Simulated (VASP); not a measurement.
Ir: single point with PBE

Crystal: Ir.

```
Ir
1.0
     0.00000    1.93593    1.93593
     1.93593    0.00000    1.93593
     1.93593    1.93593    0.00000
Ir
1
Direct
  0.00000 0.00000 0.00000
```

* Program: VASP 6.6.1
* Task: single point
* Functional: PBE
* Potentials or basis: VASP PAW PBE potentials, release 64 (Ir)
* Cutoff: 400 eV
* k mesh: 18 × 18 × 18
* Occupations: gaussian, width 0.3 eV
* Spin: no spin polarisation
* Dipole correction: no
* k mesh for the DOS: 27 × 27 × 27
* Occupations for the DOS: tetrahedron
* Further INCAR settings: ALGO = Normal; EDIFF = 1e-06

- Valence electrons inside the program's atomic spheres: Ir 8.31

Levels at points of the mesh, in eV from the Fermi level:
```csv
k point,band 1,band 2,band 3,band 4,band 5,band 6,band 7,band 8
"(0.00, 0.00, 0.00)",-10.83,-3.72,-3.72,-3.72,-1.14,-1.14,14.39,19.82
```

It took 21 s on 1 thread of AMD EPYC 9R45 96-Core Processor (Zen 5), with other jobs on the host, peak memory 0.13 GiB.

Caveat: so wide a smearing shifts energies and pressures; spin-orbit coupling is left out, which moves the levels of the heavy elements.
